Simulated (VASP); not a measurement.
A run of VASP 6.6.1 is set up as follows.

INCAR

```
SYSTEM = ZnS
  PREC = Accurate
  ENCUT = 500
  EDIFF = 1E-6
  ISMEAR = 0
  SIGMA = 0.05
  LREAL = .False.
  LASPH = .True.
  NELM = 120
  ALGO = Normal
  ISIF = 2
  LWAVE = .False.
  LCHARG = .False.
  GGA = PE
  NBANDS = 16
  GGA_COMPAT = .False.
```

File KPOINTS:

```
Automatic mesh
0
Gamma
  6 6 6
  0 0 0
```

Contents of POSCAR:

```
ZnS
1.0
    0.0000000000      2.7220027303      2.7220027303
    2.7220027303      0.0000000000      2.7220027303
    2.7220027303      2.7220027303      0.0000000000
Zn S
1 1
Direct
    0.2500000000      0.2500000000      0.2500000000
    0.0000000000      0.0000000000      0.0000000000
```

Potentials or basis: VASP PAW PBE potentials, release 64 (Zn, S).

Run with:

```sh
$ cat potpaw_PBE.64/Zn/POTCAR potpaw_PBE.64/S/POTCAR > POTCAR
$ mpirun -np 1 vasp_std > vasp.out
```

(1) What does it give for the band gap on the k mesh?

(2) What does it give for the pressure?

Results:

(1) 2.02 eV.

(2) 0.1 GPa.

**Measured values to compare with.**

From “Electronic, vibrational, and thermodynamic properties of ZnS (zincblende and rocksalt structure)”, 2009, arxiv:0911.5022, for a bulk crystal of ZnS at 19 K: band gap 3.85 eV (direct).

Measured gap of ZnS: 3.85 eV (direct; 19 K; quoted in “Electronic, vibrational, and thermodynamic properties of ZnS (zincblende and rocksalt structure)”, 2009, arxiv:0911.5022). This calculation gives 2.02 eV (-1.83 eV). The value is that of PBE, without temperature or zero-point motion. Semilocal functionals fall short of measured gaps as a rule.
